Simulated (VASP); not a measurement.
Input of a VASP 6.6.1 run:

INCAR

```
SYSTEM = Ta2Sn
ALGO = Fast
EDIFF = 1E-7
ENCUT = 520
GGA = PE
ISIF = 2
ISMEAR = 0
LASPH = .TRUE.
LCHARG = .TRUE.
LELF = .TRUE.
LREAL = .FALSE.
LVHAR = .TRUE.
LWAVE = .FALSE.
NBANDS = 25
NELM = 60
PREC = Accurate
SIGMA = 0.1
```

Contents of KPOINTS:

```
k-points
0
G
  12 12 16
  0 0 0
```

POSCAR

```
Ta2Sn
1.0
    4.7831597935      0.0000000000      0.0000000000
   -2.3915798968      4.1423378915      0.0000000000
    0.0000000000      0.0000000000      2.9338634618
Ta Sn
2 1
Direct
    0.3333333333      0.6666666667      0.3451516057
    0.6666666667      0.3333333333      0.6548483943
    0.0000000000      0.0000000000      0.0000000000
```

Potentials or basis: VASP PAW PBE potentials, release 64 (Ta_pv, Sn_d).

The run is started by

```sh
$ cat potpaw_PBE.64/Ta_pv/POTCAR potpaw_PBE.64/Sn_d/POTCAR > POTCAR
$ mpirun -np 1 vasp_std > vasp.out
```

(1) Estimate the pressure.

(2) What does it give for the largest force?

(3) Estimate the band gap on the k mesh.

Answers

(1) 0.0 GPa.

(2) 0.008 eV/Å.

(3) zero (bands 18 and 19 overlap by 1.79 eV).

Caveat: spin-orbit coupling is left out, which moves the levels of the heavy elements.
